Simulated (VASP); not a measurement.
## Cd2I: single point with PBE

The system is Cd2I.

```
Cd I
1.0
     0.00000    4.45677    4.45677
     4.45677    0.00000    4.45677
     4.45677    4.45677    0.00000
Cd I
4 2
Direct
  0.62500 0.62500 0.62500
  0.12500 0.62500 0.62500
  0.62500 0.62500 0.12500
  0.62500 0.12500 0.62500
  0.00000 0.00000 0.00000
  0.25000 0.25000 0.25000
```

```json
{
 "Program": "VASP 6.6.1",
 "Task": "single point",
 "Functional": "PBE",
 "Potentials or basis": "VASP PAW PBE potentials, release 64 (Cd, I)",
 "Cutoff": "520 eV",
 "k mesh": "8 × 8 × 8",
 "Occupations": "gaussian, width 0.1 eV",
 "Spin": "no spin polarisation"
}
```

The pressure is 0.1 GPa and the band gap on the k mesh is zero (band 31 reaches 3.49 eV, above the bottom of band 32 at 2.60 eV).

Levels at points of the mesh, in eV from the Fermi level:
```
           k point  band 29  band 30  band 31  band 32  band 33  band 34
(0.00, 0.00, 0.00)    -2.68    -1.11     0.18     0.18     0.18     1.59
(0.50, 0.00, 0.00)    -1.98    -1.33    -0.05    -0.05     1.13     2.48
(0.50, 0.50, 0.00)    -1.29    -1.29     0.54     0.54     1.82     1.82
```

It took 84 s on 1 thread of Intel(R) Xeon(R) 6975P-C (Granite Rapids), on a shared host, peak memory 0.41 GiB.

Caveat: spin-orbit coupling is left out, which moves the levels of the heavy elements.
